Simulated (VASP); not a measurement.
Wanted: the native input for a VASP 6.6.1 run.

| Item | Value |
| --- | --- |
| Task | relaxation of cell and atoms |
| Functional | r2SCAN |
| Potentials or basis | VASP PAW PBE potentials, release 64 (In_d, Sb) |
| Cutoff | 600 eV |
| k mesh | 12 × 12 × 12 |
| Occupations | fermi-dirac, width 0.1 eV |
| Spin | no spin polarisation |
| Target pressure | 2 GPa |
| Dipole correction | no |
| Further INCAR settings | ALGO = Normal; EDIFF = 1e-06; IBRION = 2; EDIFFG = -0.002; NSW = 100; ISIF = 3 |

Crystal: InSb.

```
In Sb
1.0
     0.00000    3.27801    3.27801
     3.27801    0.00000    3.27801
     3.27801    3.27801    0.00000
In Sb
1 1
Direct
  0.00000 0.00000 0.00000
  0.75000 0.75000 0.75000
```

The input as run:

POSCAR

```
InSb
1.0
    0.0000000000      3.2780072950      3.2780072950
    3.2780072950      0.0000000000      3.2780072950
    3.2780072950      3.2780072950      0.0000000000
In Sb
1 1
Direct
    0.0000000000      0.0000000000      0.0000000000
    0.7500000000      0.7500000000      0.7500000000
```

INCAR.step1

```
PREC = Accurate
ENCUT = 600
ISMEAR = -1
SIGMA = 0.1
LREAL = False
LASPH = True
NELM = 80
GGA = PE
ALGO = Normal
EDIFF = 1E-4
LWAVE = True
LCHARG = False
```

INCAR.step2

```
PREC = Accurate
ENCUT = 600
EDIFF = 1E-6
ISMEAR = -1
SIGMA = 0.1
LREAL = False
LASPH = True
NELM = 80
ALGO = Normal
ISIF = 3
LWAVE = False
LCHARG = False
METAGGA = R2SCAN
LMIXTAU = True
IBRION = 2
NSW = 100
EDIFFG = -0.002
PSTRESS = 20.0
ISTART = 1
```

KPOINTS

```
regular mesh
0
Gamma
  12 12 12
```

Potentials or basis: VASP PAW PBE potentials, release 64 (In_d, Sb).

Launch:

```bash
$ cat potpaw_PBE.64/In_d/POTCAR potpaw_PBE.64/Sb/POTCAR > POTCAR
$ cp INCAR.step1 INCAR
$ mpirun -np 1 vasp_std > vasp.out
$ cp INCAR.step2 INCAR
$ mpirun -np 1 vasp_std > vasp.out
```

It gave:

```yaml
Relaxed_volume: 33.81 Å³/atom
Relaxed_cell: a = 4.573 Å, b = 4.573 Å, c = 4.573 Å, α = 60.00°, β = 60.00°, γ = 60.00°
Space_group_after_relaxing_to_0.1_Å: F-43m (No. 216)
Energy_change_on_relaxing_the_run_minimises_the_enthalpy: +8.6 meV/atom
Ionic_steps: 6
Pressure_after_relaxing: 2.0 GPa
Band_gap_on_the_k_mesh: 0.27 eV
```

Caveat: the cell is relaxed towards a set pressure, so the run minimises the enthalpy, not the energy; semilocal functionals underestimate gaps, and a narrow one can read as zero; the PAW data sets were made with another functional, which shifts forces and pressure a little; spin-orbit coupling is left out, which moves the levels of the heavy elements.

It took 14 min on 1 thread of Intel(R) Xeon(R) Platinum 8488C (Sapphire Rapids) (shared host), peak memory 0.32 GiB.
